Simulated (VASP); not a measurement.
Wanted: the native input for a VASP 6.6.1 run.

| Property | Result |
| --- | --- |
| Task | single point |
| Functional | PBE |
| Potentials or basis | VASP PAW PBE potentials, release 64 (Ba_sv, S) |
| Cutoff | 520 eV |
| k mesh | 10 × 10 × 10 |
| Occupations | fermi-dirac, width 0.05 eV |
| Spin | no spin polarisation |
| Dipole correction | no |
| Further INCAR settings | ALGO = Normal; EDIFF = 1e-06; NBANDS = 15 |

The structure of BaS (CsCl type) lies in POSCAR:

```
BaS
1.0
    3.2391818453      0.0000000000      0.0000000000
    0.0000000000      3.2391818453      0.0000000000
    0.0000000000      0.0000000000      3.2391818453
Ba S
1 1
Direct
    0.0000000000      0.0000000000      0.0000000000
    0.5000000000      0.5000000000      0.5000000000
```

These files were run (other wordings do the same):

INCAR

```
  PREC = Accurate
  ENCUT = 520
  EDIFF = 1E-6
  ISMEAR = -1
  SIGMA = 0.05
  LREAL = F
  LASPH = T
  NELM = 80
  ALGO = Normal
  ISIF = 2
  LWAVE = F
  LCHARG = F
  GGA = PE
  NBANDS = 15
```

KPOINTS

```
regular mesh
0
Gamma
  10 10 10
```

Potentials or basis: VASP PAW PBE potentials, release 64 (Ba_sv, S).

Command:

```sh
$ cat potpaw_PBE.64/Ba_sv/POTCAR potpaw_PBE.64/S/POTCAR > POTCAR
$ mpirun -np 1 vasp_std > vasp.out
```

It gave:

The pressure is 75.2 GPa. The band gap on the k mesh is zero (bands 8 and 9 overlap by 0.35 eV).

Caveat: the cell stands under pressure; semilocal functionals underestimate gaps, and a narrow one can read as zero; spin-orbit coupling is left out, which moves the levels of the heavy elements.

Run time: 20 s on 1 thread of Intel Xeon 8259CL (shared host), peak memory 0.16 GiB.
